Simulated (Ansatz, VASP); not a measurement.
One calculation of SnPb2Se3, two programs

File INCAR:

```
SYSTEM = SnPb2Se3
PREC = Accurate ; ENCUT = 520
EDIFF = 1E-7 ; ISMEAR = 0
SIGMA = 0.1 ; LREAL = .False.
LASPH = .True. ; NELM = 80
ALGO = Normal ; ISIF = 2
LWAVE = .False. ; LCHARG = .True.
GGA = PE ; LELF = .True.
LVHAR = .True. ; NBANDS = 72
```

KPOINTS

```
Automatic mesh
0
Gamma
  2 2 4
  0 0 0
```

File POSCAR:

```
SnPb2Se3
1.0
    6.4889791000     -6.1611611000      0.0000000000
    6.4889791000      6.1611611000      0.0000000000
    0.0000000000      0.0000000000      4.4227181000
Sn Pb Se
2 4 6
Direct
    0.1329140000      0.8670860000      0.2500000000
    0.8670860000      0.1329140000      0.7500000000
    0.8018980000      0.5354160000      0.2500000000
    0.4645840000      0.1981020000      0.2500000000
    0.5354160000      0.8018980000      0.7500000000
    0.1981020000      0.4645840000      0.7500000000
    0.0258810000      0.3001180000      0.2500000000
    0.6998820000      0.9741190000      0.2500000000
    0.3564030000      0.6435970000      0.2500000000
    0.3001180000      0.0258810000      0.7500000000
    0.9741190000      0.6998820000      0.7500000000
    0.6435970000      0.3564030000      0.7500000000
```

Input for Ansatz:

```yaml
crystal:
  lattice:
    - [6.4889791, -6.1611611, 0.0]
    - [6.4889791, 6.1611611, 0.0]
    - [0.0, 0.0, 4.4227181]
  atoms:
    - { symbol: Sn, position: [0.132914, 0.867086, 0.25] }
    - { symbol: Sn, position: [0.867086, 0.132914, 0.75] }
    - { symbol: Pb, position: [0.801898, 0.535416, 0.25] }
    - { symbol: Pb, position: [0.464584, 0.198102, 0.25] }
    - { symbol: Pb, position: [0.535416, 0.801898, 0.75] }
    - { symbol: Pb, position: [0.198102, 0.464584, 0.75] }
    - { symbol: Se, position: [0.025881, 0.300118, 0.25] }
    - { symbol: Se, position: [0.699882, 0.974119, 0.25] }
    - { symbol: Se, position: [0.356403, 0.643597, 0.25] }
    - { symbol: Se, position: [0.300118, 0.025881, 0.75] }
    - { symbol: Se, position: [0.974119, 0.699882, 0.75] }
    - { symbol: Se, position: [0.643597, 0.356403, 0.75] }
basis:
  ecutwfc: 420
kpoints:
  mp_grid: { grid: [2, 2, 4] }
hamiltonian:
  xc: pbe
scf:
  occupations: { method: gaussian, width: 0.1 }
  lower_state_search: "off"
output:
  forces: true
  stress: true
  eigenvalues: true
```

Alike in both runs: task single point; functional PBE; k mesh 2 × 2 × 4; occupations gaussian, width 0.1 eV; no spin polarisation.

```csv
,VASP,Ansatz
version,VASP 6.6.1,Ansatz 0.2.0
potentials or method,"VASP PAW PBE potentials, release 64 (Sn_d, Pb_d, Se), cutoff 520 eV","scalar-relativistic, plane waves, PAW"
valence electrons in the cell,120,180
```

```csv
,VASP,Ansatz,Ansatz less VASP
gap on the k mesh at the Fermi level (eV),1.03,1.03,+0.002
least direct gap on the mesh (eV),1.09,1.09,+0.004
pressure (GPa),0.0,0.0,-0.01
"traceless stress, the component that is largest in VASP (GPa)",0.16,0.13,-0.028
rms of the force components (eV/Å),0.008,0.012,+0.0040
```

Atom by atom the forces differ by 0.005 eV/Å (rms over components). VASP's potentials hold 120 valence electrons a cell and Ansatz's 180, so a difference there can come from the potentials and not from the codes.

Neither program's run includes spin-orbit coupling.
